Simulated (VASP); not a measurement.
# TaN (I4mm) in VASP: further runs, part 2 of 2

VASP 6.6.1. The steps go on from the part before.

## 3. Single point, r2SCAN

The input, POSCAR:

```
TaN
1.0
    0.0000000000      2.1790000000      2.1790000000
    2.1790000000      0.0000000000      2.1790000000
    2.1790000000      2.1790000000      0.0000000000
Ta N
1 1
Direct
    0.5000000000      0.5000000000      0.5000000000
   -0.0143414410     -0.0143414410      0.0143414410
```

The input, INCAR.step1:

```
SYSTEM = TaN
ALGO = Normal
EDIFF = 1E-5
ENCUT = 770
GGA = PE
GGA_COMPAT = .FALSE.
ISMEAR = 0
LASPH = .TRUE.
LCHARG = .FALSE.
LREAL = .FALSE.
LWAVE = .TRUE.
NBANDS = 16
NELM = 120
PREC = Accurate
SIGMA = 0.15
```

The input, INCAR.step2:

```
SYSTEM = TaN
ALGO = Normal
EDIFF = 1E-6
ENCUT = 770
GGA_COMPAT = .FALSE.
ISIF = 2
ISMEAR = 0
ISTART = 1
LASPH = .TRUE.
LCHARG = .TRUE.
LELF = .TRUE.
LMIXTAU = .TRUE.
LREAL = .FALSE.
LVHAR = .TRUE.
LWAVE = .FALSE.
METAGGA = R2SCAN
NBANDS = 16
NELM = 120
PREC = Accurate
SIGMA = 0.15
```

The input, KPOINTS:

```
k-points
0
G
  18 18 18
  0 0 0
```

Potentials or basis: VASP PAW PBE potentials, release 64 (Ta_sv_GW, N).

Run with:

```
> cat potpaw_PBE.64/Ta_sv_GW/POTCAR potpaw_PBE.64/N/POTCAR > POTCAR
> cp INCAR.step1 INCAR
> mpirun -np 1 vasp_std > vasp.out
> cp INCAR.step2 INCAR
> mpirun -np 1 vasp_std > vasp.out
```

OUTCAR:

```text
SYSTEM = TaN
   EDIFF = 1E-6
   ENCUT = 770
   ISIF = 2
   ISMEAR = 0
   ISTART = 1
   LASPH = .TRUE.
   LREAL = .FALSE.
   METAGGA = R2SCAN
   NELM = 120
   PREC = Accurate

 ion  position               nearest neighbor table
   1  0.500  0.500  0.500-   2 2.12   2 2.18   2 2.18   2 2.18   2 2.18   2 2.24
   2  0.986  0.986  0.014-   1 2.12   1 2.18   1 2.18   1 2.18   1 2.18   1 2.24

  LATTYP: Found a face centered cubic cell.
 ALAT       =     4.3580000000

  Lattice vectors:

 A1 = (   0.0000000000,   2.1790000000,   2.1790000000)
 A2 = (   2.1790000000,   0.0000000000,   2.1790000000)
 A3 = (   2.1790000000,   2.1790000000,   0.0000000000)

Analysis of symmetry for initial positions (statically):
=====================================================================
 Subroutine PRICEL returns:
 Original cell was already a primitive cell.

 Routine SETGRP: Setting up the symmetry group for a
 face centered cubic supercell.

 Subroutine GETGRP returns: Found  8 space group operations
 (whereof  8 operations were pure point group operations)
 out of a pool of 48 trial point group operations.

The static configuration has the point symmetry C_4v.

Analysis of symmetry for dynamics (positions and initial velocities):
=====================================================================
 Subroutine PRICEL returns:
 Original cell was already a primitive cell.

 Routine SETGRP: Setting up the symmetry group for a
 face centered cubic supercell.

 Subroutine GETGRP returns: Found  8 space group operations
 (whereof  8 operations were pure point group operations)
 out of a pool of 48 trial point group operations.

The dynamic configuration has the point symmetry C_4v.

 Subroutine INISYM returns: Found  8 space group operations
 (whereof  8 operations are pure point group operations),
 and found     1 'primitive' translations

----------------------------------------------------------------------------------------

                                     Primitive cell

[... 111 lines left out ...]
  volume/ion in A,a.u.               =      10.35        69.82
  Fermi-wavevector in a.u.,A,eV,Ry     =   1.562782  2.953230 33.229345  2.442288
  Thomas-Fermi vector in A             =   2.665650
   LORBIT       =      0    0 simple, 1 ext, 2 COOP (PROOUT), +10 PAW based schemes
   METAGGA = R2SCAN    functional components
   LHFCALC =     F    Hartree Fock is set to
   AEXX    =    0.0000 exact exchange contribution
   IVDW    =     0    specifies the selected vdW correction
   LEPSILON=     F    determine dielectric tensor
   LRPA    =     F    only Hartree local field effects (RPA)
 non-spin polarized calculation
 Gauss-broadening in eV      SIGMA  =   0.15
  energy-cutoff  :      770.00
  volume of cell :       20.69
 maximum number of plane-waves:      1019
   NGX = 13   NGY = 13   NGZ = 13

 number of electron      18.0000000 magnetization

 Free energy of the ion-electron system (eV)
  ---------------------------------------------------
  ext. energy  EPLUGINS =         0.00000000
  ---------------------------------------------------
  free energy    TOTEN  =       -62.17563069 eV

  energy without entropy =      -62.16669966  energy(sigma->0) =      -62.17116518

 E-fermi :  14.2999     XC(G=0): -14.9412

 val. band max:       14.2989770100   @ k =   0.2778   0.0556   0.0000
 cond. band min:      14.3001478797   @ k =   0.3889   0.0556   0.0000
 fundamental gap:      0.0011708697
 Fermi energy:        14.2998697607

 k-point     1 :       0.0000    0.0000    0.0000
  band No.  band energies     occupation
      1     -57.3085      2.00000
      2     -22.7835      2.00000
      3     -22.7788      2.00000
      4     -22.7788      2.00000
      5      -5.9278      2.00000
      6       9.9498      2.00000
[... 433 lines left out ...]
      3     -22.8744      2.00000
      4     -22.8616      2.00000
      5      -3.4236      2.00000
      6       4.1845      2.00000
[... 8 lines left out ...]
     15      26.9110      0.00000
     16      28.8028      0.00000

 [... further k-points ...]

------------------------ aborting loop because EDIFF is reached ----------------------------------------

  FORCE on cell =-STRESS in cart. coord.  units (eV):
  Direction    XX          YY          ZZ          XY          YZ          ZX
  --------------------------------------------------------------------------------------
  -------------------------------------------------------------------------------------
  Total        1.2731824      1.2731824      1.5480513      0.0000000     -0.0000000      0.0000000
  in kB       98.5824303     98.5824303    119.8655136      0.0000000     -0.0000000      0.0000000
  external PRESSURE =     105.6767914 kB  Pullay stress =       0.0000000 kB

 VOLUME and BASIS-vectors are now :
 -----------------------------------------------------------------------------
  energy-cutoff  :      770.00
  volume of cell :       20.69
      direct lattice vectors                 reciprocal lattice vectors
     0.000000000  2.179000000  2.179000000    -0.229463056  0.229463056  0.229463056
     2.179000000  0.000000000  2.179000000     0.229463056 -0.229463056  0.229463056
     2.179000000  2.179000000  0.000000000     0.229463056  0.229463056 -0.229463056

 POSITION                                       TOTAL-FORCE (eV/Angst)
 -----------------------------------------------------------------------------------
      2.17900      2.17900      2.17900         0.000000      0.000000     -0.572036
      2.17900      2.17900      4.29550         0.000000      0.000000      0.572036
 -----------------------------------------------------------------------------------
    total drift:                               -0.000000     -0.000000      0.001010

  FREE ENERGIE OF THE ION-ELECTRON SYSTEM (eV)
  ---------------------------------------------------
  free  energy   TOTEN  =       -62.1756306934 eV

  energy  without entropy=      -62.1666996603  energy(sigma->0) =      -62.17116518
```

OSZICAR.step1:

```text
N       E                     dE             d eps       ncg     rms          rms(c)
DAV:   1     0.147316086961E+03    0.14732E+03   -0.14046E+04 15368   0.159E+03
DAV:   2    -0.219349804389E+02   -0.16925E+03   -0.16212E+03 22784   0.394E+02
DAV:   3    -0.283459819236E+02   -0.64110E+01   -0.63946E+01 17992   0.705E+01
DAV:   4    -0.285075059245E+02   -0.16152E+00   -0.16152E+00 21976   0.806E+00
DAV:   5    -0.285109488406E+02   -0.34429E-02   -0.34429E-02 18328   0.864E-01    0.459E+01
DAV:   6    -0.244338023284E+02    0.40771E+01   -0.88431E+00 19288   0.285E+01    0.486E+01
DAV:   7    -0.243559407025E+02    0.77862E-01   -0.47308E-01 15872   0.595E+00    0.249E+01
DAV:   8    -0.243113640858E+02    0.44577E-01   -0.12693E-01 20168   0.317E+00    0.233E+00
DAV:   9    -0.243099254097E+02    0.14387E-02   -0.59252E-03 18552   0.728E-01    0.889E-01
DAV:  10    -0.243099065200E+02    0.18890E-04   -0.12457E-03 16776   0.356E-01    0.168E-01
DAV:  11    -0.243099181998E+02   -0.11680E-04   -0.77743E-05 18344   0.103E-01    0.201E-01
DAV:  12    -0.243099100884E+02    0.81114E-05   -0.15410E-05 12816   0.416E-02
   1 F= -.24309910E+02 E0= -.24305265E+02  d E =-.929066E-02
```

Run time: 15 min. Hardware: 1 thread of Intel Xeon Platinum 8488C (Sapphire Rapids), shared host; peak memory 0.43 GiB.

Results:

| Property | Result |
| --- | --- |
| Free energy | -62.1756 eV |
| Pressure | 10.6 GPa |
| Largest force | 0.572 eV/Å |
| Band gap on the k mesh | zero (bands 9 and 10 overlap by 4.10 eV) |

Forces in eV/Å, atoms in the order of the input:
```
Ta   0.000  0.000 -0.572
N    0.000  0.000  0.572
```

Levels at points of the mesh, in eV from the Fermi level:
| k point | band 7 | band 8 | band 9 | band 10 | band 11 | band 12 |
| --- | --- | --- | --- | --- | --- | --- |
| (0.00, 0.00, 0.00) | -4.35 | -4.34 | -2.23 | -2.10 | -2.10 | 0.18 |
| (0.50, 0.00, 0.00) | -8.18 | -8.18 | 2.00 | 2.03 | 2.15 | 4.09 |
| (0.50, 0.50, 0.00) | -5.80 | -5.07 | -5.07 | 2.35 | 3.72 | 3.72 |
| (0.00, 0.50, 0.50) | -6.07 | -5.09 | -4.78 | 2.38 | 3.72 | 3.72 |

Caveat: the cell differs from its parent crystal (all N atoms moved +0.062 Å, as atom 2 towards its neighbour atom 1 (Ta) at 2.179 Å); the cell stands under pressure; the PAW data sets were made with another functional, which shifts forces and pressure a little; spin-orbit coupling is left out, which moves the levels of the heavy elements.

## 4. Single point, r2SCAN

POSCAR: that of step 3 with these lines changed.

```diff
@@ -9,2 +9,2 @@
     0.5000000000      0.5000000000      0.5000000000
-   -0.0143414410     -0.0143414410      0.0143414410
+   -0.0086048646     -0.0086048646      0.0086048646
```

The input, INCAR.step1:

```
  ALGO = Normal
  EDIFF = 1E-5
  ENCUT = 770
  GGA = PE
  GGA_COMPAT = False
  ISMEAR = 0
  LASPH = True
  LCHARG = False
  LREAL = False
  LWAVE = True
  NBANDS = 16
  NELM = 120
  PREC = Accurate
  SIGMA = 0.15
```

The input, INCAR.step2:

```
  ALGO = Normal
  EDIFF = 1E-6
  ENCUT = 770
  GGA_COMPAT = False
  ISIF = 2
  ISMEAR = 0
  ISTART = 1
  LASPH = True
  LCHARG = False
  LMIXTAU = True
  LREAL = False
  LWAVE = False
  METAGGA = R2SCAN
  NBANDS = 16
  NELM = 120
  PREC = Accurate
  SIGMA = 0.15
```

The input, KPOINTS:

```
k-points
0
Gamma
  18 18 18
```

Run with:

```
> cat potpaw_PBE.64/Ta_sv_GW/POTCAR potpaw_PBE.64/N/POTCAR > POTCAR
> cp INCAR.step1 INCAR
> mpirun -np 1 vasp_std > vasp.out
> cp INCAR.step2 INCAR
> mpirun -np 1 vasp_std > vasp.out
```

Wall time 9.1 min (1 thread of AMD EPYC 9R45 (Zen 5), shared host); peak memory 0.4 GiB.

The run converged. Its results:

| Item | Value |
| --- | --- |
| Free energy | -62.1870 eV |
| Pressure | 10.1 GPa |
| Largest force | 0.336 eV/Å |
| Band gap on the k mesh | zero (bands 9 and 10 overlap by 4.20 eV) |

Forces in eV/Å, atoms in the order of the input:
```
Ta   0.000  0.000 -0.336
N    0.000  0.000  0.336
```

Stress tensor (GPa, compression positive):
```
 9.85  0.00  0.00
 0.00  9.85  0.00
 0.00  0.00 10.62
```

Levels at points of the mesh, in eV from the Fermi level:
| k point | band 7 | band 8 | band 9 | band 10 | band 11 | band 12 |
| --- | --- | --- | --- | --- | --- | --- |
| (0.00, 0.00, 0.00) | -4.29 | -4.28 | -2.24 | -2.19 | -2.19 | 0.17 |
| (0.50, 0.00, 0.00) | -8.19 | -8.19 | 2.00 | 2.02 | 2.14 | 4.10 |
| (0.50, 0.50, 0.00) | -5.81 | -5.08 | -5.08 | 2.34 | 3.71 | 3.71 |
| (0.00, 0.50, 0.50) | -5.92 | -5.09 | -4.96 | 2.35 | 3.71 | 3.71 |

Caveat: the cell differs from its parent crystal (all N atoms moved +0.037 Å, as atom 2 towards its neighbour atom 1 (Ta) at 2.179 Å); the cell stands under pressure; the PAW data sets were made with another functional, which shifts forces and pressure a little; spin-orbit coupling is left out, which moves the levels of the heavy elements.

## 5. Single point, r2SCAN

POSCAR: that of step 4 with these lines changed.

```diff
@@ -9,2 +9,2 @@
     0.5000000000      0.5000000000      0.5000000000
-   -0.0086048646     -0.0086048646      0.0086048646
+   -0.0200780174     -0.0200780174      0.0200780174
```

The input, INCAR.step1:

```
PREC = Accurate
ENCUT = 770
ISMEAR = 0
SIGMA = 0.15
LREAL = False
LASPH = True
NELM = 120
NBANDS = 16
GGA = PE
ALGO = Normal
EDIFF = 1E-5
LWAVE = True
LCHARG = False
GGA_COMPAT = False
```

The input, INCAR.step2:

```
PREC = Accurate
ENCUT = 770
EDIFF = 1E-6
ISMEAR = 0
SIGMA = 0.15
LREAL = False
LASPH = True
NELM = 120
ALGO = Normal
ISIF = 2
LWAVE = False
LCHARG = False
METAGGA = R2SCAN
LMIXTAU = True
NBANDS = 16
ISTART = 1
GGA_COMPAT = False
```

The input, KPOINTS:

```
regular mesh
0
Gamma
  18 18 18
```

Run with:

```
> cat potpaw_PBE.64/Ta_sv_GW/POTCAR potpaw_PBE.64/N/POTCAR > POTCAR
> cp INCAR.step1 INCAR
> mpirun -np 1 vasp_std > vasp.out
> cp INCAR.step2 INCAR
> mpirun -np 1 vasp_std > vasp.out
```

Wall time 6.3 min (1 thread of Intel Xeon 6975P-C (Granite Rapids), shared host); peak memory 0.43 GiB.

It converged, with:

```
Free energy            : -62.1582 eV
Pressure               : 11.3 GPa
Largest force          : 0.825 eV/Å
Band gap on the k mesh : zero (bands 9 and 10 overlap by 3.96 eV)
```

Forces in eV/Å, atoms in the order of the input:
```
Ta   0.000  0.000 -0.825
N    0.000  0.000  0.825
```

Stress tensor (GPa, compression positive):
```
 9.88  0.00  0.00
 0.00  9.88  0.00
 0.00  0.00 14.02
```

Levels at points of the mesh, in eV from the Fermi level:
| k point | band 5 | band 6 | band 7 | band 8 | band 9 | band 10 | band 11 | band 12 | band 13 | band 14 |
| --- | --- | --- | --- | --- | --- | --- | --- | --- | --- | --- |
| (0.00, 0.00, 0.00) | -20.22 | -4.44 | -4.44 | -4.42 | -2.22 | -1.98 | -1.98 | 0.19 | 0.44 | 1.98 |
| (0.50, 0.00, 0.00) | -17.07 | -11.04 | -8.17 | -8.16 | 1.98 | 2.05 | 2.15 | 4.08 | 7.99 | 8.25 |
| (0.50, 0.50, 0.00) | -18.98 | -7.12 | -5.79 | -5.07 | -5.07 | 2.37 | 3.73 | 3.73 | 4.90 | 7.39 |
| (0.00, 0.50, 0.50) | -18.98 | -7.15 | -6.24 | -5.10 | -4.58 | 2.42 | 3.73 | 3.73 | 4.99 | 7.74 |

Caveat: the cell differs from its parent crystal (all N atoms moved +0.087 Å, as atom 2 towards its neighbour atom 1 (Ta) at 2.179 Å); the cell stands under pressure; the PAW data sets were made with another functional, which shifts forces and pressure a little; spin-orbit coupling is left out, which moves the levels of the heavy elements.

## 6. Overview

```tsv
cell	gap on the mesh (eV)	pressure (GPa)	largest force (eV/Å)
as given, atomic positions A	none	10.0	0.22
as given, atomic positions B	none	10.6	0.57
as given, atomic positions C	none	10.1	0.34
as given, atomic positions D	none	11.3	0.82
```

Alike in all rows: task single point; level r2SCAN; potentials or basis VASP PAW PBE potentials, release 64 (Ta_sv_GW, N); no spin polarisation; k mesh 18 × 18 × 18; cutoff (eV) 770; smearing gaussian 0.15 eV.

Caveats: the cell stands under pressure; the PAW data sets were made with another functional, which shifts forces and pressure a little; spin-orbit coupling is left out, which moves the levels of the heavy elements.

Total energies depend on the potentials used, so only differences within one code and one set of settings carry meaning.
